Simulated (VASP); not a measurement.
Write the native input for VASP 6.6.1 that does the following.

| Property | Result |
| --- | --- |
| Task | single point |
| Functional | PBE |
| Potentials or basis | VASP PAW PBE potentials, release 64 (Si, W_sv) |
| Cutoff | 520 eV |
| k mesh | 9 × 9 × 6 |
| Occupations | gaussian, width 0.03 eV |
| Spin | no spin polarisation |
| Dipole correction | no |
| Further INCAR settings | ALGO = Normal; EDIFF = 1e-06; NBANDS = 43 |

The structure of Si2W lies in POSCAR:

```
Si2W
1.0
    4.6646658316      0.0000000000      0.0000000000
   -2.3323329158      4.0397191103      0.0000000000
    0.0000000000      0.0000000000      6.5044100356
Si W
6 3
Direct
    0.8488551621      0.6977103243      0.5000000000
    0.1511448379      0.8488551621      0.8333333333
    0.6977103243      0.8488551621      0.1666666667
    0.1511448379      0.3022896757      0.5000000000
    0.8488551621      0.1511448379      0.8333333333
    0.3022896757      0.1511448379      0.1666666667
    0.0000000000      0.5000000000      0.1666666667
    0.5000000000      0.5000000000      0.8333333333
    0.5000000000      0.0000000000      0.5000000000
```

This cell differs from its parent crystal: atoms shifted along a free coordinate, c/a of the conventional cell at fixed volume 1.3944.

One way to write it, as run:

INCAR

```
  PREC = Accurate
  ENCUT = 520
  EDIFF = 1E-6
  ISMEAR = 0
  SIGMA = 0.03
  LREAL = False
  LASPH = True
  NELM = 60
  ALGO = Normal
  ISIF = 2
  LWAVE = False
  LCHARG = False
  GGA = PE
  NBANDS = 43
```

KPOINTS

```
regular mesh
0
Gamma
  9 9 6
```

Potentials or basis: VASP PAW PBE potentials, release 64 (Si, W_sv).

Launch:

```bash
$ cat potpaw_PBE.64/Si/POTCAR potpaw_PBE.64/W_sv/POTCAR > POTCAR
$ mpirun -np 1 vasp_std > vasp.out
```

It gave:

```yaml
Pressure: 1.6 GPa
Largest_force: 1.748 eV/Å
Band_gap_on_the_k_mesh: zero (bands 33 and 34 overlap by 0.24 eV)
```

Caveat: spin-orbit coupling is left out, which moves the levels of the heavy elements; forces of over 1 eV/Å act on the atoms, so gaps and moduli don't describe the material at rest.

Run time: 2.7 min on 1 thread of Intel(R) Xeon(R) Platinum 8375C CPU @ 2.90GHz (Ice Lake), on a shared host, peak memory 0.35 GiB.
